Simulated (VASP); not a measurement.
# BaS (I4/mmm) in VASP: single point with PBEsol

Aim: the single point of BaS with PBEsol.

Everything below comes from runs of VASP 6.6.1. Logs are shortened: lines on timing, memory, paths and dates and some standing lists are left out, and cuts for length are marked.

### 1 The cell of the first run

The structure is tetragonal, space group I4/mmm (No. 139). The conventional cell has a = 4.515 Å, b = 4.515 Å, c = 5.810 Å, α = 90.00°, β = 90.00°, γ = 90.00°. Within 3.8 Å of Ba (site symmetry 4/mmm) lie 6 S at 2.91 to 3.19 Å. S (site symmetry 4/mmm) has 6 Ba at 2.91 to 3.19 Å within 3.8 Å.

### 2 Single point, PBEsol (strained)

INCAR

```
SYSTEM = BaS
PREC     = Accurate       ! precision mode
ENCUT    = 520            ! plane-wave cutoff, eV
EDIFF    = 1E-6           ! SCF threshold, eV
ISMEAR   = 0              ! smearing method
SIGMA    = 0.02           ! smearing width, eV
LREAL    = .False.        ! projectors in reciprocal space
LASPH    = .True.         ! aspherical terms in the spheres
NELM     = 80             ! most SCF steps
ALGO     = Normal         ! electronic algorithm
ISIF     = 2              ! what is computed and relaxed
LWAVE    = .False.        ! write WAVECAR
LCHARG   = .False.        ! write CHGCAR
GGA      = PS             ! functional
NBANDS   = 15             ! bands
```

KPOINTS

```
Automatic mesh
0
Gamma
  8 8 8
  0 0 0
```

POSCAR

```
BaS
1.0
    0.0000000000      3.1925363750      2.9050988750
    3.1925363750      0.0000000000      2.9050988750
    3.1925363750      3.1925363750      0.0000000000
Ba S
1 1
Direct
    0.0000000000      0.0000000000      0.0000000000
    0.5000000000      0.5000000000      0.5000000000
```

Potentials or basis: VASP PAW PBE potentials, release 64 (Ba_sv, S).

The run is started by

```console
$ cat potpaw_PBE.64/Ba_sv/POTCAR potpaw_PBE.64/S/POTCAR > POTCAR
$ mpirun -np 1 vasp_std > vasp.out
```

OUTCAR:

```text
SYSTEM = BaS
   PREC = Accurate
   ENCUT = 520
   EDIFF = 1E-6
   ISMEAR = 0
   LREAL = .False.
   LASPH = .True.
   NELM = 80
   ISIF = 2
   GGA = PS

 ion  position               nearest neighbor table
   1  0.000  0.000  0.000-   2 2.91   2 2.91   2 3.19   2 3.19   2 3.19   2 3.19
   2  0.500  0.500  0.500-   1 2.91   1 2.91   1 3.19   1 3.19   1 3.19   1 3.19

  LATTYP: Found a body centered tetragonal cell.
 ALAT       =     4.5149282399
 C/A-ratio  =     1.2868859573

  Lattice vectors:

 A1 = (   0.0000000000,  -3.1925363750,  -2.9050988750)
 A2 = (   0.0000000000,   3.1925363750,  -2.9050988750)
 A3 = (   3.1925363750,   0.0000000000,   2.9050988750)

Analysis of symmetry for initial positions (statically):
=====================================================================
 Subroutine PRICEL returns:
 Original cell was already a primitive cell.

 Routine SETGRP: Setting up the symmetry group for a
 body centered tetragonal supercell.

 Subroutine GETGRP returns: Found 16 space group operations
 (whereof 16 operations were pure point group operations)
 out of a pool of 16 trial point group operations.

The static configuration has the point symmetry D_4h.

Analysis of symmetry for dynamics (positions and initial velocities):
=====================================================================
 Subroutine PRICEL returns:
 Original cell was already a primitive cell.

 Routine SETGRP: Setting up the symmetry group for a
 body centered tetragonal supercell.

 Subroutine GETGRP returns: Found 16 space group operations
 (whereof 16 operations were pure point group operations)
 out of a pool of 16 trial point group operations.

The dynamic configuration has the point symmetry D_4h.

 Subroutine INISYM returns: Found 16 space group operations
 (whereof 16 operations are pure point group operations),
 and found     1 'primitive' translations

----------------------------------------------------------------------------------------

                                     Primitive cell

  volume of cell :      59.2192

  direct lattice vectors                    reciprocal lattice vectors
     0.000000000  3.192536375  2.905098875    -0.156615287  0.156615287  0.172111182
     3.192536375  0.000000000  2.905098875     0.156615287 -0.156615287  0.172111182
     3.192536375  3.192536375  0.000000000     0.156615287  0.156615287 -0.172111182

  length of vectors
     4.316467071  4.316467071  4.514928240     0.280497692  0.280497692  0.280497692

  position of ions in fractional coordinates (direct lattice)
     0.000000000  0.000000000  0.000000000
     0.500000000  0.500000000  0.500000000

  ion indices of the primitive-cell ions
   primitive index   ion index
                 1           1
                 2           2

----------------------------------------------------------------------------------------

 KPOINTS: Automatic mesh

Automatic generation of k-mesh.
 Grid dimensions read from file:
 generate k-points for:    8    8    8

 Generating k-lattice:

  Cartesian coordinates                     Fractional coordinates (reciprocal lattice)
    -0.019576911  0.019576911  0.021513898     0.125000000  0.000000000  0.000000000
     0.019576911 -0.019576911  0.021513898     0.000000000  0.125000000  0.000000000
     0.019576911  0.019576911 -0.021513898    -0.000000000 -0.000000000  0.125000000

  Length of vectors
     0.035062211  0.035062211  0.035062211

  Shift w.r.t. Gamma in fractional coordinates (k-lattice)
     0.000000000  0.000000000  0.000000000

 Subroutine IBZKPT returns following result:
 ===========================================

 Found     59 irreducible k-points:

 Following reciprocal coordinates:
            Coordinates               Weight
  0.000000  0.000000  0.000000      1.000000
  0.125000  0.000000  0.000000      8.000000
  0.250000  0.000000  0.000000      8.000000
  0.375000 -0.000000  0.000000      8.000000
  0.500000  0.000000  0.000000      4.000000
  0.125000  0.125000  0.000000      2.000000
[... 16 lines left out ...]
  0.250000  0.000000  0.125000     16.000000
  0.375000 -0.000000  0.125000     16.000000
 [... further k-points ...]
   k-points           NKPTS =     59   k-points in BZ     NKDIM =     59   number of bands    NBANDS=     15
   number of dos      NEDOS =    301   number of ions     NIONS =      2
   total plane-waves  NPLWV =  36864
   dimension x,y,z NGX =    32 NGY =   32 NGZ =   36
   dimension x,y,z NGXF=    64 NGYF=   64 NGZF=   72
   ions per type =               1   1
   NGX,Y,Z   is equivalent  to a cutoff of  12.32, 12.32, 13.26 a.u.
   NGXF,Y,Z  is equivalent  to a cutoff of  24.65, 24.65, 26.51 a.u.
 SYSTEM =  BaS
   PREC   = accura    normal or accurate (medium, high low for compatibility)
   ISTART =      0    job   : 0-new  1-cont  2-samecut
   ICHARG =      2    charge: 1-file 2-atom 10-const
   ISPIN  =      1    spin polarized calculation?
   LNONCOLLINEAR =      F non collinear calculations
   LSORBIT =      F    spin-orbit coupling
   LASPH  =      T    aspherical Exc in radial PAW
   ENCUT  =  520.0 eV  38.22 Ry    6.18 a.u.   8.03  8.03  8.39*2*pi/ulx,y,z
   NELM   =     80;   NELMIN=  2; NELMDL= -5     # of ELM steps
   EDIFF  = 0.1E-05   stopping-criterion for ELM
   LREAL  =      F    real-space projection
   EDIFFG = 0.1E-04   stopping-criterion for IOM
   NSW    =      0    number of steps for IOM
   IBRION =     -1    ionic relax: 0-MD 1-quasi-New 2-CG
   NFREE  =      0    steps in history (QN), initial steepest desc. (CG)
   ISIF   =      2    stress and relaxation
   ISYM   =      2    0-nonsym 1-usesym 2-fastsym
   POTIM  = 0.5000    time-step for ionic-motion
   TEBEG  =    0.0;   TEEND  =   0.0 temperature during run
   PSTRESS=    0.0 pullay stress
   NELECT =      16.0000    total number of electrons
   NUPDOWN=      -1.0000    fix difference up-down
   EMIN   =  10.00;   EMAX   =-10.00  energy-range for DOS
   EFERMI =   0.00;   METHOD = LEGACY
   ISMEAR =     0;   SIGMA  =   0.02  broadening in eV -4-tet -1-fermi 0-gaus
   EFERMI_NEDOS =   21; number of points for ismear=-14 and -15
   IALGO  =     38    algorithm
   IMIX   =      4    mixing-type and parameters
     AMIX     =   0.40;   BMIX     =  1.00
     AMIX_MAG =   1.60;   BMIX_MAG =  1.00
  volume/ion in A,a.u.               =      29.61       199.82
  Fermi-wavevector in a.u.,A,eV,Ry     =   1.058345  1.999982 15.239808  1.120094
  Thomas-Fermi vector in A             =   2.193651
   LORBIT       =      0    0 simple, 1 ext, 2 COOP (PROOUT), +10 PAW based schemes
   GGA     = PS    functional components
   LHFCALC =     F    Hartree Fock is set to
   AEXX    =    0.0000 exact exchange contribution
   IVDW    =     0    specifies the selected vdW correction
   LEPSILON=     F    determine dielectric tensor
   LRPA    =     F    only Hartree local field effects (RPA)
 non-spin polarized calculation
 Gauss-broadening in eV      SIGMA  =   0.02
  energy-cutoff  :      520.00
  volume of cell :       59.22
 maximum number of plane-waves:      1612
   NGX = 15   NGY = 15   NGZ = 17

 number of electron      16.0000000 magnetization

 Free energy of the ion-electron system (eV)
  ---------------------------------------------------
  ext. energy  EPLUGINS =         0.00000000
  ---------------------------------------------------
  free energy    TOTEN  =       -10.48516131 eV

  energy without entropy =      -10.48516131  energy(sigma->0) =      -10.48516131

 E-fermi :   2.4082     XC(G=0):  -9.2119

 val. band max:        2.2732482004   @ k =   0.0000   0.0000   0.0000
 cond. band min:       3.5992218237   @ k =   0.5000   0.5000   0.0000
 fundamental gap:      1.3259736233
 Fermi energy:         2.4081857684

 k-point     1 :       0.0000    0.0000    0.0000
  band No.  band energies     occupation
      1     -23.8646      2.00000
      2      -8.9933      2.00000
      3      -8.8696      2.00000
      4      -8.8696      2.00000
      5      -8.6493      2.00000
      6       1.7261      2.00000
      7       1.7261      2.00000
      8       2.2732      2.00000
      9       5.3307      0.00000
     10       5.4198      0.00000
     11       5.4198      0.00000
     12       6.1611      0.00000
     13       6.3813      0.00000
     14       7.5483      0.00000
     15      10.5802      0.00000

 k-point     2 :       0.1250    0.0000    0.0000
  band No.  band energies     occupation
      1     -23.8536      2.00000
      2      -9.5285      2.00000
      3      -8.9223      2.00000
      4      -8.8870      2.00000
      5      -8.0385      2.00000
      6       1.3346      2.00000
      7       1.4896      2.00000
      8       1.8710      2.00000
      9       5.5540      0.00000
     10       5.7262      0.00000
     11       5.9339      0.00000
     12       6.2767      0.00000
     13       6.8677      0.00000
     14       8.1927      0.00000
     15      11.2987      0.00000

 k-point     3 :       0.2500    0.0000    0.0000
  band No.  band energies     occupation
      1     -23.8266      2.00000
      2     -10.1158      2.00000
      3      -8.9284      2.00000
      4      -8.9276      2.00000
      5      -7.3834      2.00000
      6       0.5601      2.00000
      7       1.0351      2.00000
      8       1.1802      2.00000
      9       5.9353      0.00000
     10       6.5648      0.00000
     11       6.7926      0.00000
     12       7.2280      0.00000
     13       8.0904      0.00000
     14       9.6523      0.00000
     15      12.7655      0.00000
[... 343 lines left out ...]
 k-point    23 :       0.2500    0.0000    0.1250
  band No.  band energies     occupation
      1     -23.8312      2.00000
      2      -9.8335      2.00000
      3      -9.0172      2.00000
      4      -8.9311      2.00000
      5      -7.7293      2.00000
      6       0.5347      2.00000
      7       1.3591      2.00000
      8       1.8200      2.00000
      9       5.0664      0.00000
     10       6.5720      0.00000
     11       6.7061      0.00000
     12       7.2645      0.00000
     13       8.3892      0.00000
     14       8.8111      0.00000
     15      12.6040      0.00000

 k-point    24 :       0.3750   -0.0000    0.1250
  band No.  band energies     occupation
      1     -23.8041      2.00000
      2     -10.2765      2.00000
      3      -9.0136      2.00000
      4      -8.9782      2.00000
      5      -7.2725      2.00000
      6       0.1853      2.00000
      7       0.8843      2.00000
      8       1.1620      2.00000
      9       5.6664      0.00000
     10       7.6639      0.00000
     11       7.8163      0.00000
     12       8.0057      0.00000
     13       9.4981      0.00000
     14      10.2492      0.00000
     15      12.0965      0.00000

 [... further k-points ...]
[... 5 lines left out ...]
  --------------------------------------------------------------------------------------
  -------------------------------------------------------------------------------------
  Total        0.4303999      0.4303999      5.9879246      0.0000000      0.0000000      0.0000000
  in kB       11.6444795     11.6444795    162.0034567      0.0000000      0.0000000      0.0000000
  external PRESSURE =      61.7641386 kB  Pullay stress =       0.0000000 kB

 VOLUME and BASIS-vectors are now :
 -----------------------------------------------------------------------------
  energy-cutoff  :      520.00
  volume of cell :       59.22
      direct lattice vectors                 reciprocal lattice vectors
     0.000000000  3.192536375  2.905098875    -0.156615287  0.156615287  0.172111182
     3.192536375  0.000000000  2.905098875     0.156615287 -0.156615287  0.172111182
     3.192536375  3.192536375  0.000000000     0.156615287  0.156615287 -0.172111182

 POSITION                                       TOTAL-FORCE (eV/Angst)
 -----------------------------------------------------------------------------------
      0.00000      0.00000      0.00000         0.000000     -0.000000      0.000000
      3.19254      3.19254      2.90510        -0.000000      0.000000      0.000000
 -----------------------------------------------------------------------------------
    total drift:                                0.000000     -0.000000     -0.000000

  FREE ENERGIE OF THE ION-ELECTRON SYSTEM (eV)
  ---------------------------------------------------
  free  energy   TOTEN  =       -10.4851613149 eV

  energy  without entropy=      -10.4851613149  energy(sigma->0) =      -10.48516131
```

Wall time 18 s (1 thread of Intel Xeon 6975P-C (Granite Rapids), shared host); peak memory 0.21 GiB.

What came out:

```yaml
Free_energy: -10.4852 eV
Pressure: 6.2 GPa
Band_gap_on_the_k_mesh: 1.33 eV (least direct gap 1.46 eV)
```

Stress tensor (GPa, compression positive):
```
 1.16  0.00  0.00
 0.00  1.16  0.00
 0.00  0.00 16.20
```

Levels at points of the mesh, in eV from the valence-band top:
```tsv
k point	band 6	band 7	band 8	band 9	band 10	band 11
(0.00, 0.00, 0.00)	-0.55	-0.55	0.00	3.06	3.15	3.15
(0.50, 0.00, 0.00)	-2.62	-1.77	-1.73	5.36	5.37	6.20
(0.50, 0.50, 0.00)	-0.62	-0.62	-0.26	1.33	5.94	6.21
(0.50, 0.00, 0.50)	-0.98	-0.65	-0.03	1.43	5.21	6.65
```

Caveat: the cell differs from its parent crystal (strained); the cell stands under pressure; the PAW data sets were made with another functional, which shifts forces and pressure a little; spin-orbit coupling is left out, which moves the levels of the heavy elements.
